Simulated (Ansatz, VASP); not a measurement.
## Two plane-wave programs on LaW

```
CELL_PARAMETERS angstrom
4.68255 0.00000 0.00000
0.00000 4.68255 0.00000
0.00000 0.00000 4.74444
ATOMIC_POSITIONS crystal
W 0.00000 0.00000 0.00000
W 0.50000 0.50000 0.00000
La 0.50000 0.00000 0.50000
La 0.00000 0.50000 0.50000
```

Alike in both runs: task single point; functional PBE; k mesh 1 × 1 × 1; collinear spin.

|  | VASP | Ansatz |
| --- | --- | --- |
| version | VASP 6.6.1 | Ansatz 0.2 development build |
| potentials or method | VASP PAW PBE potentials, release 64 (W_sv, La) | scalar-relativistic |
| plane-wave cutoff (eV) | 500 | 1497 |
| occupations | methfessel-paxton of order 1, width 0.15 eV | cold, width 0.15 eV |

|  | VASP | Ansatz | Ansatz less VASP |
| --- | --- | --- | --- |
| net moment per atom (μB) | 0.00 | 0.00 | 0.000 |

Ansatz's warnings: seeded moment not kept, stability check not made.

The k mesh is coarse, so the values compare programs but aren't converged. Spin-orbit coupling is off throughout.
